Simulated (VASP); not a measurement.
Set up this calculation in VASP 6.6.1, as the native input.

| Quantity | Value |
| --- | --- |
| Task | single point |
| Functional | HSE06 |
| Potentials or basis | VASP PAW PBE potentials, release 64 (I, Na_pv) |
| Cutoff | 520 eV |
| k mesh | 4 × 4 × 4 |
| Occupations | fermi-dirac, width 0.05 eV |
| Spin | no spin polarisation |
| Dipole correction | no |
| Grid for exact exchange (PRECFOCK) | Normal |
| Further INCAR settings | ALGO = Normal; EDIFF = 1e-06; NBANDS = 14 |
| Share of exact exchange | 0.25 |
| Screening parameter | 0.2079 1/Å |

NaI:

```xyz
2
Lattice="0.0000 3.2147 3.2147 3.2147 0.0000 3.2147 3.2147 3.2147 0.0000" Properties=species:S:1:pos:R:3 pbc="T T T"
I     3.2147    3.2147    3.2147
Na    0.0000    0.0000    0.0000
```

These files were run (other wordings do the same):

POSCAR

```
NaI
1.0
    0.0000000000      3.2146785402      3.2146785402
    3.2146785402      0.0000000000      3.2146785402
    3.2146785402      3.2146785402      0.0000000000
I Na
1 1
Direct
    0.5000000000      0.5000000000      0.5000000000
    0.0000000000      0.0000000000      0.0000000000
```

INCAR.step1

```
PREC = Accurate
ENCUT = 520
EDIFF = 1E-5
ISMEAR = -1
SIGMA = 0.05
LREAL = False
LASPH = True
NELM = 60
ALGO = Normal
ISIF = 2
LWAVE = True
GGA = PE
NBANDS = 14
```

INCAR.step2

```
PREC = Accurate
ENCUT = 520
EDIFF = 1E-6
ISMEAR = -1
SIGMA = 0.05
LREAL = False
LASPH = True
NELM = 60
ALGO = Normal
ISIF = 2
LWAVE = False
LCHARG = True
GGA = PE
LHFCALC = True
HFSCREEN = 0.2079
PRECFOCK = Normal
LELF = True
LVHAR = True
ISTART = 1
NBANDS = 14
```

KPOINTS

```
regular mesh
0
Gamma
  4 4 4
```

Potentials or basis: VASP PAW PBE potentials, release 64 (I, Na_pv).

The run is started by

```sh
$ cat potpaw_PBE.64/I/POTCAR potpaw_PBE.64/Na_pv/POTCAR > POTCAR
$ cp INCAR.step1 INCAR
$ mpirun -np 1 vasp_std > vasp.out
$ cp INCAR.step2 INCAR
$ mpirun -np 1 vasp_std > vasp.out
```

It gave:

The pressure is 0.5 GPa. The band gap on the k mesh is 4.71 eV.

Caveat: the k points lie up to 0.42 Å⁻¹ apart; the PAW data sets were made with another functional, which shifts forces and pressure a little; spin-orbit coupling is left out, which moves the levels of the heavy elements.

Run time: 4.1 min on 1 thread of AMD EPYC 9R45 96-Core Processor (Zen 5), with other jobs on the host, peak memory 0.28 GiB.
